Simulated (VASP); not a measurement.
Write the native input for VASP 6.6.1 that does the following.

| Property | Result |
| --- | --- |
| Task | single point |
| Functional | LDA |
| Potentials or basis | VASP PAW LDA potentials, release 64 (W_sv) |
| Cutoff | 500 eV |
| k mesh | 6 × 6 × 6 |
| Occupations | gaussian, width 0.1 eV |
| Spin | no spin polarisation |
| Dipole correction | no |
| Further INCAR settings | ALGO = Normal; EDIFF = 1e-06; NBANDS = 13 |

The structure of W lies in POSCAR:

```
W
1.0
   -1.5851577801      1.5851577801      1.5851577801
    1.5851577801     -1.5851577801      1.5851577801
    1.5851577801      1.5851577801     -1.5851577801
W
1
Direct
    0.0000000000      0.0000000000      0.0000000000
```

These files were run (other wordings do the same):

INCAR

```
  PREC = Accurate
  ENCUT = 500
  EDIFF = 1E-6
  ISMEAR = 0
  SIGMA = 0.1
  LREAL = F
  LASPH = T
  NELM = 120
  ALGO = Normal
  ISIF = 2
  LWAVE = F
  LCHARG = F
  NBANDS = 13
  GGA_COMPAT = F
```

KPOINTS

```
regular mesh
0
Gamma
  6 6 6
```

Potentials or basis: VASP PAW LDA potentials, release 64 (W_sv).

Run with:

```console
$ cat potpaw_LDA.64/W_sv/POTCAR > POTCAR
$ mpirun -np 1 vasp_std > vasp.out
```

Results of the run:

| Quantity | Value |
| --- | --- |
| Pressure | -10.4 GPa |
| Band gap on the k mesh | zero (band 7 reaches 16.38 eV, above the bottom of band 8 at 10.01 eV) |

Caveat: the k points lie up to 0.47 Å⁻¹ apart; spin-orbit coupling is left out, which moves the levels of the heavy elements.

Run time: 3.4 s on 1 thread of Intel Xeon 8259CL, with other jobs on the host, peak memory 0.12 GiB.
